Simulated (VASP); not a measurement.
# Na2S (Fm-3m) in VASP: a series of runs

The runs below take Na2S through single point, relaxation of cell and atoms, with r2SCANh, r2SCAN, HSE06.

Everything below comes from runs of VASP 6.6.1. Logs are shortened: lines on timing, memory, paths and dates and some standing lists are left out, and cuts for length are marked.

### Step 1. The cell of the first run

Symmetry: Fm-3m, No. 225, cubic system. The conventional cell has a = 6.511 Å, b = 6.511 Å, c = 6.511 Å, α = 90.00°, β = 90.00°, γ = 90.00°. Na (site symmetry -43m) has 4 S at 2.82 Å and 6 Na at 3.26 Å within 3.7 Å. Within 3.7 Å of S (site symmetry m-3m) lie 8 Na at 2.82 Å.

### Step 2. Single point, r2SCANh

Contents of POSCAR:

```
Na2S
1.0
    0.0000000000      3.2554374590      3.2554374590
    3.2554374590      0.0000000000      3.2554374590
    3.2554374590      3.2554374590      0.0000000000
Na S
2 1
Direct
    0.2500000000      0.2500000000      0.2500000000
    0.7500000000      0.7500000000      0.7500000000
    0.0000000000      0.0000000000      0.0000000000
```

Contents of INCAR.step1:

```
ALGO = Normal
EDIFF = 1E-5
ENCUT = 440
GGA = PE
GGA_COMPAT = False
ISIF = 2
ISMEAR = 0
LASPH = True
LCHARG = False
LREAL = False
LWAVE = True
NBANDS = 17
NELM = 120
PREC = Accurate
SIGMA = 0.01
```

Contents of INCAR.step2:

```
AEXX = 0.1
ALGO = Normal
EDIFF = 1E-6
ENCUT = 440
GGA_COMPAT = False
ISIF = 2
ISMEAR = 0
ISTART = 1
LASPH = True
LCHARG = False
LHFCALC = True
LMIXTAU = True
LREAL = False
LWAVE = False
METAGGA = R2SCAN
NBANDS = 17
NELM = 120
PREC = Accurate
PRECFOCK = Normal
SIGMA = 0.01
```

Contents of KPOINTS:

```
k-points
0
Gamma
  6 6 6
```

Potentials or basis: VASP PAW PBE potentials, release 64 (Na_pv, S).

The run is started by

```console
cat potpaw_PBE.64/Na_pv/POTCAR potpaw_PBE.64/S/POTCAR > POTCAR
cp INCAR.step1 INCAR
mpirun -np 1 vasp_std > vasp.out
cp INCAR.step2 INCAR
mpirun -np 1 vasp_std > vasp.out
```

OUTCAR:

```text
AEXX = 0.1
   EDIFF = 1E-6
   ENCUT = 440
   ISIF = 2
   ISMEAR = 0
   ISTART = 1
   LASPH = True
   LHFCALC = True
   LREAL = False
   METAGGA = R2SCAN
   NELM = 120
   PREC = Accurate
   PRECFOCK = Normal

 ion  position               nearest neighbor table
   1  0.250  0.250  0.250-
   2  0.750  0.750  0.750-
   3  0.000  0.000  0.000-

  LATTYP: Found a face centered cubic cell.
 ALAT       =     6.5108749180

  Lattice vectors:

 A1 = (   0.0000000000,   3.2554374590,   3.2554374590)
 A2 = (   3.2554374590,   0.0000000000,   3.2554374590)
 A3 = (   3.2554374590,   3.2554374590,   0.0000000000)

Analysis of symmetry for initial positions (statically):
=====================================================================
 Subroutine PRICEL returns:
 Original cell was already a primitive cell.

 Routine SETGRP: Setting up the symmetry group for a
 face centered cubic supercell.

 Subroutine GETGRP returns: Found 48 space group operations
 (whereof 48 operations were pure point group operations)
 out of a pool of 48 trial point group operations.

The static configuration has the point symmetry O_h .

Analysis of symmetry for dynamics (positions and initial velocities):
=====================================================================
 Subroutine PRICEL returns:
 Original cell was already a primitive cell.

 Routine SETGRP: Setting up the symmetry group for a
 face centered cubic supercell.

 Subroutine GETGRP returns: Found 48 space group operations
 (whereof 48 operations were pure point group operations)
 out of a pool of 48 trial point group operations.

The dynamic configuration has the point symmetry O_h .

 Subroutine INISYM returns: Found 48 space group operations
 (whereof 48 operations are pure point group operations),
 and found     1 'primitive' translations

----------------------------------------------------------------------------------------

                                     Primitive cell

  volume of cell :      69.0014

  direct lattice vectors                    reciprocal lattice vectors
     0.000000000  3.255437459  3.255437459    -0.153589189  0.153589189  0.153589189
     3.255437459  0.000000000  3.255437459     0.153589189 -0.153589189  0.153589189
     3.255437459  3.255437459  0.000000000     0.153589189  0.153589189 -0.153589189

  length of vectors
     4.603883806  4.603883806  4.603883806     0.266024279  0.266024279  0.266024279

  position of ions in fractional coordinates (direct lattice)
     0.250000000  0.250000000  0.250000000
     0.750000000  0.750000000  0.750000000
     0.000000000  0.000000000  0.000000000

  ion indices of the primitive-cell ions
   primitive index   ion index
                 1           1
                 2           2
                 3           3

----------------------------------------------------------------------------------------

 KPOINTS: k-points

Automatic generation of k-mesh.
 Grid dimensions read from file:
 generate k-points for:    6    6    6

 Generating k-lattice:

  Cartesian coordinates                     Fractional coordinates (reciprocal lattice)
    -0.025598198  0.025598198  0.025598198     0.166666667  0.000000000  0.000000000
     0.025598198 -0.025598198  0.025598198     0.000000000  0.166666667  0.000000000
     0.025598198  0.025598198 -0.025598198     0.000000000  0.000000000  0.166666667

  Length of vectors
     0.044337380  0.044337380  0.044337380

  Shift w.r.t. Gamma in fractional coordinates (k-lattice)
     0.000000000  0.000000000  0.000000000

 Subroutine IBZKPT returns following result:
 ===========================================

 Found     16 irreducible k-points:

 Following reciprocal coordinates:
            Coordinates               Weight
  0.000000  0.000000  0.000000      1.000000
  0.166667  0.000000  0.000000      8.000000
  0.333333  0.000000  0.000000      8.000000
  0.500000  0.000000  0.000000      4.000000
  0.166667  0.166667  0.000000      6.000000
  0.333333  0.166667  0.000000     24.000000
[... 8 lines left out ...]
 -0.333333  0.333333  0.166667     24.000000
 -0.333333  0.500000  0.166667     12.000000
   k-points           NKPTS =     16   k-points in BZ     NKDIM =    216   number of bands    NBANDS=     17
   number of dos      NEDOS =    301   number of ions     NIONS =      3
   total plane-waves  NPLWV =  32768
   dimension x,y,z NGX =    32 NGY =   32 NGZ =   32
   dimension x,y,z NGXF=    64 NGYF=   64 NGZF=   64
   ions per type =               2   1
   NGX,Y,Z   is equivalent  to a cutoff of  11.56, 11.56, 11.56 a.u.
   NGXF,Y,Z  is equivalent  to a cutoff of  23.11, 23.11, 23.11 a.u.
 SYSTEM =  unknown system
   PREC   = accura    normal or accurate (medium, high low for compatibility)
   ISTART =      1    job   : 0-new  1-cont  2-samecut
   ICHARG =      0    charge: 1-file 2-atom 10-const
   ISPIN  =      1    spin polarized calculation?
   LNONCOLLINEAR =      F non collinear calculations
   LSORBIT =      F    spin-orbit coupling
   LASPH  =      T    aspherical Exc in radial PAW
   ENCUT  =  440.0 eV  32.34 Ry    5.69 a.u.   7.87  7.87  7.87*2*pi/ulx,y,z
   NELM   =    120;   NELMIN=  2; NELMDL=  0     # of ELM steps
   EDIFF  = 0.1E-05   stopping-criterion for ELM
   LREAL  =      F    real-space projection
   EDIFFG = 0.1E-04   stopping-criterion for IOM
   NSW    =      0    number of steps for IOM
   IBRION =     -1    ionic relax: 0-MD 1-quasi-New 2-CG
   NFREE  =      0    steps in history (QN), initial steepest desc. (CG)
   ISIF   =      2    stress and relaxation
   ISYM   =      3    0-nonsym 1-usesym 2-fastsym
   POTIM  = 0.5000    time-step for ionic-motion
   TEBEG  =    0.0;   TEEND  =   0.0 temperature during run
   PSTRESS=    0.0 pullay stress
   NELECT =      20.0000    total number of electrons
   NUPDOWN=      -1.0000    fix difference up-down
   EMIN   =  10.00;   EMAX   =-10.00  energy-range for DOS
   EFERMI =   0.00;   METHOD = LEGACY
   ISMEAR =     0;   SIGMA  =   0.01  broadening in eV -4-tet -1-fermi 0-gaus
   EFERMI_NEDOS =   21; number of points for ismear=-14 and -15
   IALGO  =     38    algorithm
   IMIX   =      1    mixing-type and parameters
     AMIX     =   0.40;   BMIX     =  1.00
     AMIX_MAG =   1.60;   BMIX_MAG =  1.00
  volume/ion in A,a.u.               =      23.00       155.21
  Fermi-wavevector in a.u.,A,eV,Ry     =   1.083425  2.047376 15.970648  1.173809
  Thomas-Fermi vector in A             =   2.219491
   LORBIT       =      0    0 simple, 1 ext, 2 COOP (PROOUT), +10 PAW based schemes
   METAGGA = R2SCAN    functional components
   LHFCALC =     T    Hartree Fock is set to
   PRECFOCK=normal    Normal, Fast or Accurate (Low or Medium for compatibility)
   ENCUT4O =  -1.0   cutoff for four orbital integrals eV
   NKREDX  =     1    reduce k-point grid by
   NKREDY  =     1    reduce k-point grid by
   NKREDZ  =     1    reduce k-point grid by
   AEXX    =    0.1000 exact exchange contribution
   HFSCREEN=    0.0000 screening length (either q_TF or 0.3 A-1)
   HFSCREENC=   0.0000 screening length for correlation (either q_TF or 0.3 A-1)
   ENCUTFOCK=  -1.0 apply spherical cutoff to Coloumb kernel
   IVDW    =     0    specifies the selected vdW correction
   LEPSILON=     F    determine dielectric tensor
   LRPA    =     F    only Hartree local field effects (RPA)
 non-spin polarized calculation
 Gauss-broadening in eV      SIGMA  =   0.01
  energy-cutoff  :      440.00
  volume of cell :       69.00
 maximum number of plane-waves:      1464
  NGX = 24; NGY = 24; NGZ = 24

 number of electron      19.9999979 magnetization

 Free energy of the ion-electron system (eV)
  ---------------------------------------------------
  ext. energy  EPLUGINS =         0.00000000
  ---------------------------------------------------
  free energy    TOTEN  =       -19.03400785 eV

  energy without entropy =      -19.03400785  energy(sigma->0) =      -19.03400785

 E-fermi :  -0.4188     XC(G=0):  -7.5957

 val. band max:       -0.4650898259   @ k =   0.0000   0.0000   0.0000
 cond. band min:       3.2072338327   @ k =   0.0000   0.0000   0.0000
 fundamental gap:      3.6723236586
 Fermi energy:        -0.4188499863

 k-point     1 :       0.0000    0.0000    0.0000
  band No.  band energies     occupation
      1     -24.3474      2.00000
      2     -24.3474      2.00000
      3     -24.3474      2.00000
      4     -24.2963      2.00000
      5     -24.2963      2.00000
      6     -24.2963      2.00000
[... 9 lines left out ...]
     16      10.1126      0.00000
     17      12.1359      0.00000

 k-point     2 :       0.1667    0.0000    0.0000
  band No.  band energies     occupation
      1     -24.3452      2.00000
      2     -24.3441      2.00000
      3     -24.3441      2.00000
      4     -24.3016      2.00000
      5     -24.3000      2.00000
      6     -24.2999      2.00000
[... 9 lines left out ...]
     16       9.6937      0.00000
     17      11.4728      0.00000

 k-point     3 :       0.3333    0.0000    0.0000
  band No.  band energies     occupation
      1     -24.3394      2.00000
      2     -24.3353      2.00000
      3     -24.3353      2.00000
      4     -24.3142      2.00000
      5     -24.3097      2.00000
      6     -24.3097      2.00000
[... 9 lines left out ...]
     16      10.7057      0.00000
     17      11.4249      0.00000

 k-point     4 :       0.5000    0.0000    0.0000
  band No.  band energies     occupation
      1     -24.3317      2.00000
      2     -24.3254      2.00000
      3     -24.3239      2.00000
      4     -24.3239      2.00000
      5     -24.3218      2.00000
      6     -24.3218      2.00000
[... 9 lines left out ...]
     16      12.3687      0.00000
     17      12.5055      0.00000
[... 183 lines left out ...]
      1     -24.3602      2.00000
      2     -24.3511      2.00000
      3     -24.3390      2.00000
      4     -24.3088      2.00000
      5     -24.3008      2.00000
      6     -24.2891      2.00000
[... 9 lines left out ...]
     16      12.1491      0.00000
     17      13.1267      0.00000

 k-point    15 :      -0.3333    0.3333    0.1667
  band No.  band energies     occupation
      1     -24.3637      2.00000
      2     -24.3581      2.00000
      3     -24.3243      2.00000
      4     -24.3242      2.00000
      5     -24.2913      2.00000
      6     -24.2903      2.00000
[... 9 lines left out ...]
     16      11.6431      0.00000
     17      13.0962      0.00000

 k-point    16 :      -0.3333    0.5000    0.1667
  band No.  band energies     occupation
      1     -24.3713      2.00000
      2     -24.3619      2.00000
      3     -24.3415      2.00000
      4     -24.3067      2.00000
      5     -24.2874      2.00000
      6     -24.2841      2.00000
[... 9 lines left out ...]
     16      12.2571      0.00000
     17      12.9806      0.00000

------------------------ aborting loop because EDIFF is reached ----------------------------------------

  FORCE on cell =-STRESS in cart. coord.  units (eV):
  Direction    XX          YY          ZZ          XY          YZ          ZX
  --------------------------------------------------------------------------------------
  -------------------------------------------------------------------------------------
  Total       -0.1278522     -0.1278522     -0.1278522      0.0000000      0.0000000      0.0000000
  in kB       -2.9686613     -2.9686613     -2.9686613      0.0000000      0.0000000      0.0000000
  external PRESSURE =      -2.9686613 kB  Pullay stress =       0.0000000 kB

 VOLUME and BASIS-vectors are now :
 -----------------------------------------------------------------------------
  energy-cutoff  :      440.00
  volume of cell :       69.00
      direct lattice vectors                 reciprocal lattice vectors
     0.000000000  3.255437459  3.255437459    -0.153589189  0.153589189  0.153589189
     3.255437459  0.000000000  3.255437459     0.153589189 -0.153589189  0.153589189
     3.255437459  3.255437459  0.000000000     0.153589189  0.153589189 -0.153589189

 POSITION                                       TOTAL-FORCE (eV/Angst)
 -----------------------------------------------------------------------------------
      1.62772      1.62772      1.62772         0.000000      0.000000      0.000000
      4.88316      4.88316      4.88316        -0.000000     -0.000000     -0.000000
      0.00000      0.00000      0.00000         0.000000      0.000000      0.000000
 -----------------------------------------------------------------------------------
    total drift:                                0.000000     -0.000000      0.000000

  FREE ENERGIE OF THE ION-ELECTRON SYSTEM (eV)
  ---------------------------------------------------
  free  energy   TOTEN  =       -19.0340078509 eV

  energy  without entropy=      -19.0340078509  energy(sigma->0) =      -19.03400785
```

It took 25 min on 1 thread of Intel Xeon 6975P-C (Granite Rapids), shared host; peak memory 0.21 GiB.

What came out:

| Property | Result |
| --- | --- |
| Free energy | -19.0340 eV |
| Pressure | -0.3 GPa |
| Band gap on the k mesh | 3.67 eV |

Caveat: the PAW data sets were made with another functional, which shifts forces and pressure a little.

### Step 3. Relaxation of cell and atoms, r2SCAN

This run uses another cell than the first one, of 23.60 Å³/atom.

Contents of POSCAR:

```
Na2S
1.0
    0.0000000000      3.2836251943      3.2836251943
    3.2836251943      0.0000000000      3.2836251943
    3.2836251943      3.2836251943      0.0000000000
Na S
2 1
Direct
    0.2500000000      0.2500000000      0.2500000000
    0.7500000000      0.7500000000      0.7500000000
    0.0000000000      0.0000000000      0.0000000000
```

Contents of INCAR.step1:

```
  PREC = Accurate
  ENCUT = 550
  ISMEAR = -1
  SIGMA = 0.02
  LREAL = F
  LASPH = T
  NELM = 120
  GGA = PE
  ALGO = Normal
  EDIFF = 1E-5
  LWAVE = T
  LCHARG = F
  GGA_COMPAT = F
  IBRION = 2
  ISIF = 3
  EDIFFG = -0.005
  NELMIN = 4
  NSW = 100
```

Contents of INCAR.step2:

```
  PREC = Accurate
  ENCUT = 550
  EDIFF = 1E-7
  ISMEAR = -1
  SIGMA = 0.02
  LREAL = F
  LASPH = T
  NELM = 120
  ALGO = Normal
  ISIF = 3
  LWAVE = F
  LCHARG = F
  METAGGA = R2SCAN
  LMIXTAU = T
  IBRION = 2
  NSW = 80
  EDIFFG = -0.005
  ISTART = 1
  GGA_COMPAT = F
  NELMIN = 4
```

Contents of KPOINTS:

```
Automatic mesh
0
Gamma
  6 6 6
```

Potentials or basis: VASP PAW PBE potentials, release 64 (Na_pv, S).

The run is started by

```console
cat potpaw_PBE.64/Na_pv/POTCAR potpaw_PBE.64/S/POTCAR > POTCAR
cp INCAR.step1 INCAR
mpirun -np 1 vasp_std > vasp.out
cp INCAR.step2 INCAR
mpirun -np 1 vasp_std > vasp.out
```

It took 4.7 min on 1 thread of AMD EPYC 9R45 (Zen 5), shared host; peak memory 0.18 GiB.

The run converged. Its results:

- Free energy: -18.9676 eV
- Relaxed volume: 22.95 Å³/atom
- Relaxed cell: a = 4.600 Å, b = 4.600 Å, c = 4.600 Å, α = 60.00°, β = 60.00°, γ = 60.00°
- Space group after relaxing (to 0.1 Å): Fm-3m (No. 225)
- Energy gained by relaxing: 2.2 meV/atom
- Ionic steps: 5
- Pressure after relaxing: 0.0 GPa
- Band gap on the k mesh: 3.12 eV

The path:
```tsv
step	energy change (eV)	largest force (eV/Å)	pressure (GPa)	volume (Å³)
1	0.0000	0.0000	-0.89	70.81
2	-0.0056	0.0000	-0.30	69.48
3	-0.0062	0.0000	-0.15	69.15
4	-0.0064	0.0000	0.18	68.48
5	-0.0065	0.0000	0.01	68.85
```

Final structure:
```
CELL_PARAMETERS angstrom
0.00000 3.25298 3.25298
3.25298 0.00000 3.25298
3.25298 3.25298 0.00000
ATOMIC_POSITIONS crystal
Na 0.25000 0.25000 0.25000
Na 0.75000 0.75000 0.75000
S 0.00000 0.00000 0.00000
```

Levels at points of the mesh, in eV from the valence-band top:
```
           k point  band 7  band 8  band 9  band 10  band 11  band 12  band 13  band 14
(0.00, 0.00, 0.00)  -10.58    0.00    0.00     0.00     3.12     8.48     8.48     8.48
(0.50, 0.00, 0.00)  -10.32   -1.63   -0.13    -0.13     5.58     6.99     7.70     7.70
(0.50, 0.50, 0.00)  -10.24   -1.44   -0.45    -0.45     4.20     6.78     9.45    10.63
```

Caveat: the PAW data sets were made with another functional, which shifts forces and pressure a little.

### Step 4. Single point, HSE06

This run uses another cell than the first one, of 23.10 Å³/atom.

Contents of POSCAR:

```
Na2S
1.0
    0.0000000000      3.2600774810      3.2600774810
    3.2600774810      0.0000000000      3.2600774810
    3.2600774810      3.2600774810      0.0000000000
Na S
2 1
Direct
    0.2500000000      0.2500000000      0.2500000000
    0.7500000000      0.7500000000      0.7500000000
    0.0000000000      0.0000000000      0.0000000000
```

Contents of INCAR.step1:

```
PREC = Accurate
ENCUT = 400
EDIFF = 1E-5
ISMEAR = -1
SIGMA = 0.02
LREAL = False
LASPH = True
NELM = 120
ALGO = Normal
ISIF = 2
LWAVE = True
LCHARG = False
GGA = PE
NBANDS = 17
GGA_COMPAT = False
```

Contents of INCAR.step2:

```
PREC = Accurate
ENCUT = 400
EDIFF = 1E-6
ISMEAR = -1
SIGMA = 0.02
LREAL = False
LASPH = True
NELM = 120
ALGO = Normal
ISIF = 2
LWAVE = False
LCHARG = False
GGA = PE
LHFCALC = True
HFSCREEN = 0.2079
PRECFOCK = Normal
ISTART = 1
NBANDS = 17
GGA_COMPAT = False
```

Contents of KPOINTS:

```
Automatic mesh
0
Gamma
  4 4 4
```

The run is started by

```console
cat potpaw_PBE.64/Na_pv/POTCAR potpaw_PBE.64/S/POTCAR > POTCAR
cp INCAR.step1 INCAR
mpirun -np 1 vasp_std > vasp.out
cp INCAR.step2 INCAR
mpirun -np 1 vasp_std > vasp.out
```

It took 5.8 min on 1 thread of AMD EPYC 9R45 (Zen 5), shared host; peak memory 0.23 GiB.

The run converged. Its results:

| Quantity | Value |
| --- | --- |
| Free energy | -11.5011 eV |
| Pressure | -0.1 GPa |
| Band gap on the k mesh | 3.50 eV |

Levels at points of the mesh, in eV from the valence-band top:
```
           k point  band 8  band 9  band 10  band 11  band 12  band 13
(0.00, 0.00, 0.00)    0.00    0.00     0.00     3.50     8.95     8.95
(0.50, 0.00, 0.00)   -1.77   -0.15    -0.15     5.93     7.59     8.28
(0.50, 0.50, 0.00)   -1.59   -0.51    -0.51     4.78     7.16     9.88
```

Caveat: the PAW data sets were made with another functional, which shifts forces and pressure a little.

(Part 1 of 2 ends here.)
